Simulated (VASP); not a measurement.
**PtSe2: single point with PBEsol**

PtSe2:

```xyz
3
Lattice="3.8730 0.0000 0.0000 -1.9365 3.3541 0.0000 0.0000 0.0000 5.2645" Properties=species:S:1:pos:R:3 pbc="T T T"
Pt    0.0000    0.0000    0.0000
Se    0.0000    2.2361    1.3161
Se    1.9365    1.1180    3.9484
```

This cell differs from its parent crystal: strain +0.040 along x and y, +0.040 along z.

```
Program                : VASP 6.6.1
Task                   : single point
Functional             : PBEsol
Potentials or basis    : VASP PAW PBE potentials, release 64 (Pt, Se)
Cutoff                 : 520 eV
k mesh                 : 12 × 12 × 10
Occupations            : gaussian, width 0.15 eV
Spin                   : no spin polarisation
Dipole correction      : no
Further INCAR settings : ALGO = Normal; EDIFF = 1e-06; NBANDS = 18
```

```
Pressure               : -10.0 GPa
Largest force          : 0.902 eV/Å
Band gap on the k mesh : zero (band 11 reaches 5.22 eV, above the bottom of band 12 at 4.82 eV)
```

Forces on the atoms (eV/Å):
```
Pt   0.000  0.000  0.000
Se   0.000  0.000 -0.902
Se   0.000  0.000  0.902
```

Stress tensor (GPa, compression positive):
```
-11.02   0.00   0.00
  0.00 -11.02   0.00
  0.00   0.00  -8.08
```

Levels at points of the mesh, in eV from the Fermi level:
```tsv
k point	band 9	band 10	band 11	band 12	band 13	band 14
(0.00, 0.00, 0.00)	-0.88	-0.88	0.40	1.31	1.31	3.37
(0.50, 0.00, 0.00)	-2.92	-2.89	-2.62	0.62	2.02	4.42
(0.00, 0.00, 0.50)	-1.69	-1.26	-1.26	1.98	1.98	4.77
(0.50, 0.00, 0.50)	-2.72	-2.40	-1.17	0.94	1.21	4.16
```

Run time: 97 s on 1 thread of AMD EPYC 9R45 96-Core Processor (Zen 5), on a shared host, peak memory 0.3 GiB.

Caveat: the cell differs from its parent crystal (strain +0.040 along x and y, +0.040 along z); the PAW data sets were made with another functional, which shifts forces and pressure a little; spin-orbit coupling is left out, which moves the levels of the heavy elements.
